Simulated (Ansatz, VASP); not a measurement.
**Sc in VASP and in Ansatz**

```xyz
2
Lattice="3.3737 0.0000 0.0000 -1.6868 2.9217 0.0000 0.0000 0.0000 5.3713" Properties=species:S:1:pos:R:3 pbc="T T T"
Sc    0.0000    1.9478    1.3428
Sc    1.6868    0.9739    4.0285
```

Change from the starting cell: volume scaled by 1.06, crystal datasets.

Alike in both runs: task electric field gradients; functional LDA; k mesh 13 × 13 × 7; occupations fermi-dirac, width 0.03 eV; no spin polarisation.

|  | VASP | Ansatz |
| --- | --- | --- |
| version | VASP 6.6.1 | Ansatz 0.2.0 |
| potentials or method | VASP PAW LDA potentials, release 64 (Sc_sv), cutoff 520 eV | all-electron PAW with datasets made for the crystal, scalar-relativistic |

Ansatz gave:

| Quantity | Value |
| --- | --- |
| pressure (GPa) | -7.5 |
| traceless stress, the component that is largest in VASP (GPa) | -1.05 |
| size of Vzz on the site where it differs most (V/Å²) | 7.5 |

Task: What did VASP give for the same quantities?

Result: Pressure (GPa): -7.5; traceless stress, the component that is largest in VASP (GPa): -1.05; size of Vzz on the site where it differs most (V/Å²): 8.1.

LDA's correlation is that of Perdew and Zunger in VASP and of Perdew and Wang (1992) in Ansatz. Ansatz ran all-electron here, and VASP with PAW potentials.
